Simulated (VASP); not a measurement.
Rh:

```
CELL_PARAMETERS angstrom
2.61122 0.00000 0.00000
-1.30561 2.26138 0.00000
0.00000 0.00000 4.20223
ATOMIC_POSITIONS crystal
Rh 0.66667 0.33333 0.75000
Rh 0.33333 0.66667 0.25000
```

This isn't the form of Rh at room conditions, which is fcc.

Base run:

| Item | Value |
| --- | --- |
| Program | VASP 6.6.1 |
| Functional | PBE |
| Potentials or basis | VASP PAW PBE potentials, release 64 (Rh_pv) |
| Cutoff | 500 eV |
| k mesh | 21 × 21 × 12 |
| Occupations | gaussian, width 0.15 eV |
| Spin | collinear spin, ferromagnetic start |
| Starting moments | [0.25, 0.25] μB |
| Fixed moment | 0.5 μB |

Its results: pressure 46.0 GPa; site moments Rh +0.25 μB.

The run is repeated on the same cell with these changes: fixed moment from 0.5 μB to 2 μB; moments at the start from [0.25, 0.25] to [1.0, 1.0]. What comes out?

Pressure 53.6 GPa; site moments Rh +0.99 μB.

Caveats: the cell stands under pressure; the total moment is fixed, so each spin has its own Fermi level.
